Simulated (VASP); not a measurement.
# BN (P6_3mc) in VASP: single point with LDA

Aim: the single point of BN with LDA.

Program: VASP 6.6.1. These are calculated values, not measurements. Logs are shortened: lines on timing, memory, paths and dates and some standing lists are left out, and cuts for length are marked.

## (1) The cell of the first run

It takes space group P6_3mc (No. 186, hexagonal). Conventional cell: a = 2.523 Å, b = 2.523 Å, c = 4.176 Å, α = 90.00°, β = 90.00°, γ = 120.00°. Within 2.1 Å of B (site symmetry 3m) lie 4 N at 1.55 to 1.56 Å. N (site symmetry 3m) has 4 B at 1.55 to 1.56 Å within 2.1 Å.

## (2) Single point, LDA

INCAR

```
PREC = Accurate
ENCUT = 600
EDIFF = 1E-6
ISMEAR = 0
SIGMA = 0.1
LREAL = False
LASPH = True
NELM = 120
ALGO = Normal
ISIF = 2
LWAVE = False
LCHARG = False
NBANDS = 16
GGA_COMPAT = False
```

KPOINTS

```
Automatic mesh
0
Gamma
  9 9 6
```

POSCAR

```
BN
1.0
    2.5232970818      0.0000000000      0.0000000000
   -1.2616485409      2.1852393741      0.0000000000
    0.0000000000      0.0000000000      4.1764264572
B N
2 2
Direct
    0.6666666667      0.3333333333      0.9996937030
    0.3333333333      0.6666666667      0.4996937030
    0.6666666667      0.3333333333      0.6253062970
    0.3333333333      0.6666666667      0.1253062970
```

Potentials or basis: VASP PAW LDA potentials, release 64 (B, N).

On the command line:

```
$ cat potpaw_LDA.64/B/POTCAR potpaw_LDA.64/N/POTCAR > POTCAR
$ mpirun -np 1 vasp_std > vasp.out
```

OUTCAR:

```text
PREC = Accurate
   ENCUT = 600
   EDIFF = 1E-6
   ISMEAR = 0
   LREAL = False
   LASPH = True
   NELM = 120
   ISIF = 2

 ion  position               nearest neighbor table
   1  0.667  0.333  1.000-   4 1.55   4 1.55   4 1.55   3 1.56
   2  0.333  0.667  0.500-   3 1.55   3 1.55   3 1.55   4 1.56
   3  0.667  0.333  0.625-   2 1.55   2 1.55   2 1.55   1 1.56
   4  0.333  0.667  0.125-   1 1.55   1 1.55   1 1.55   2 1.56

  LATTYP: Found a hexagonal cell.
 ALAT       =     2.5232970818
 C/A-ratio  =     1.6551465491

  Lattice vectors:

 A1 = (   2.5232970818,   0.0000000000,   0.0000000000)
 A2 = (  -1.2616485409,   2.1852393741,   0.0000000000)
 A3 = (   0.0000000000,   0.0000000000,   4.1764264572)

Analysis of symmetry for initial positions (statically):
=====================================================================
 Subroutine PRICEL returns:
 Original cell was already a primitive cell.

 Routine SETGRP: Setting up the symmetry group for a
 hexagonal supercell.

 Subroutine GETGRP returns: Found 12 space group operations
 (whereof  6 operations were pure point group operations)
 out of a pool of 24 trial point group operations.

The static configuration has the point symmetry C_3v.
 The point group associated with its full space group is C_6v.

Analysis of symmetry for dynamics (positions and initial velocities):
=====================================================================
 Subroutine PRICEL returns:
 Original cell was already a primitive cell.

 Routine SETGRP: Setting up the symmetry group for a
 hexagonal supercell.

 Subroutine GETGRP returns: Found 12 space group operations
 (whereof  6 operations were pure point group operations)
 out of a pool of 24 trial point group operations.

The dynamic configuration has the point symmetry C_3v.
 The point group associated with its full space group is C_6v.

 Subroutine INISYM returns: Found 12 space group operations
 (whereof  6 operations are pure point group operations),
 and found     1 'primitive' translations

----------------------------------------------------------------------------------------

                                     Primitive cell

  volume of cell :      23.0288
[... 85 lines left out ...]
   ISTART =      0    job   : 0-new  1-cont  2-samecut
   ICHARG =      2    charge: 1-file 2-atom 10-const
   ISPIN  =      1    spin polarized calculation?
   LNONCOLLINEAR =      F non collinear calculations
   LSORBIT =      F    spin-orbit coupling
   LASPH  =      T    aspherical Exc in radial PAW
   ENCUT  =  600.0 eV  44.10 Ry    6.64 a.u.   5.04  5.04  8.34*2*pi/ulx,y,z
   NELM   =    120;   NELMIN=  2; NELMDL= -5     # of ELM steps
   EDIFF  = 0.1E-05   stopping-criterion for ELM
   LREAL  =      F    real-space projection
   EDIFFG = 0.1E-04   stopping-criterion for IOM
   NSW    =      0    number of steps for IOM
   IBRION =     -1    ionic relax: 0-MD 1-quasi-New 2-CG
   NFREE  =      0    steps in history (QN), initial steepest desc. (CG)
   ISIF   =      2    stress and relaxation
   ISYM   =      2    0-nonsym 1-usesym 2-fastsym
   POTIM  = 0.5000    time-step for ionic-motion
   TEBEG  =    0.0;   TEEND  =   0.0 temperature during run
   PSTRESS=    0.0 pullay stress
   NELECT =      16.0000    total number of electrons
   NUPDOWN=      -1.0000    fix difference up-down
   EMIN   =  10.00;   EMAX   =-10.00  energy-range for DOS
   EFERMI =   0.00;   METHOD = LEGACY
   ISMEAR =     0;   SIGMA  =   0.10  broadening in eV -4-tet -1-fermi 0-gaus
   EFERMI_NEDOS =   21; number of points for ismear=-14 and -15
   IALGO  =     38    algorithm
   IMIX   =      4    mixing-type and parameters
     AMIX     =   0.40;   BMIX     =  1.00
     AMIX_MAG =   1.60;   BMIX_MAG =  1.00
  volume/ion in A,a.u.               =       5.76        38.85
  Fermi-wavevector in a.u.,A,eV,Ry     =   1.449965  2.740036 28.604854  2.102397
  Thomas-Fermi vector in A             =   2.567631
   LORBIT       =      0    0 simple, 1 ext, 2 COOP (PROOUT), +10 PAW based schemes
   GGA     = CA    functional components
   LHFCALC =     F    Hartree Fock is set to
   AEXX    =    0.0000 exact exchange contribution
   IVDW    =     0    specifies the selected vdW correction
   LEPSILON=     F    determine dielectric tensor
   LRPA    =     F    only Hartree local field effects (RPA)
 non-spin polarized calculation
 Gauss-broadening in eV      SIGMA  =   0.10
  energy-cutoff  :      600.00
  volume of cell :       23.03
 maximum number of plane-waves:       780
   NGX = 11   NGY = 11   NGZ = 17

 number of electron      16.0000002 magnetization

 Free energy of the ion-electron system (eV)
  ---------------------------------------------------
  ext. energy  EPLUGINS =         0.00000000
  ---------------------------------------------------
  free energy    TOTEN  =       -38.76049667 eV

  energy without entropy =      -38.76049667  energy(sigma->0) =      -38.76049667

 E-fermi :   8.3412     XC(G=0): -13.2199

 val. band max:        7.8800440400   @ k =   0.0000   0.0000   0.0000
 cond. band min:      12.7829704130   @ k =   0.3333   0.3333   0.0000
 fundamental gap:      4.9029263730
 Fermi energy:         8.3412464680

 k-point     1 :       0.0000    0.0000    0.0000
  band No.  band energies     occupation
      1     -12.6692      2.00000
      2      -8.3371      2.00000
      3      -3.3201      2.00000
      4       5.6944      2.00000
      5       5.6944      2.00000
      6       7.5821      2.00000
[... 433 lines left out ...]
      3      -1.5171      2.00000
      4      -0.0283      2.00000
      5      -0.0283      2.00000
      6       1.8192      2.00000
[... 8 lines left out ...]
     15      24.2098      0.00000
     16      24.2098      0.00000

 [... further k-points ...]
[... 5 lines left out ...]
  --------------------------------------------------------------------------------------
  -------------------------------------------------------------------------------------
  Total        0.0952355      0.0952355      0.0518678      0.0000000      0.0000000      0.0000000
  in kB        6.6257819      6.6257819      3.6085819      0.0000000      0.0000000      0.0000000
  external PRESSURE =       5.6200486 kB  Pullay stress =       0.0000000 kB

 VOLUME and BASIS-vectors are now :
 -----------------------------------------------------------------------------
  energy-cutoff  :      600.00
  volume of cell :       23.03
      direct lattice vectors                 reciprocal lattice vectors
     2.523297082  0.000000000  0.000000000     0.396306882  0.228807885  0.000000000
    -1.261648541  2.185239374  0.000000000     0.000000000  0.457615771  0.000000000
     0.000000000  0.000000000  4.176426457     0.000000000  0.000000000  0.239439150

 POSITION                                       TOTAL-FORCE (eV/Angst)
 -----------------------------------------------------------------------------------
      1.26165      0.72841      4.17515        -0.000000     -0.000000     -0.000986
     -0.00000      1.45683      2.08693         0.000000      0.000000     -0.000986
      1.26165      0.72841      2.61155         0.000000     -0.000000      0.000986
     -0.00000      1.45683      0.52333        -0.000000      0.000000      0.000986
 -----------------------------------------------------------------------------------
    total drift:                               -0.000000     -0.000000      0.000566

  FREE ENERGIE OF THE ION-ELECTRON SYSTEM (eV)
  ---------------------------------------------------
  free  energy   TOTEN  =       -38.7604966698 eV

  energy  without entropy=      -38.7604966698  energy(sigma->0) =      -38.76049667
```

Wall time 24 s (1 thread of Intel Xeon 8259CL, shared host); peak memory 0.13 GiB.

Results:

```yaml
Free_energy: -38.7605 eV
Pressure: 0.6 GPa
Band_gap_on_the_k_mesh: 4.90 eV (least direct gap 8.28 eV)
```

Caveat: an odd mesh through Γ misses points on the zone boundary, where band edges can lie.
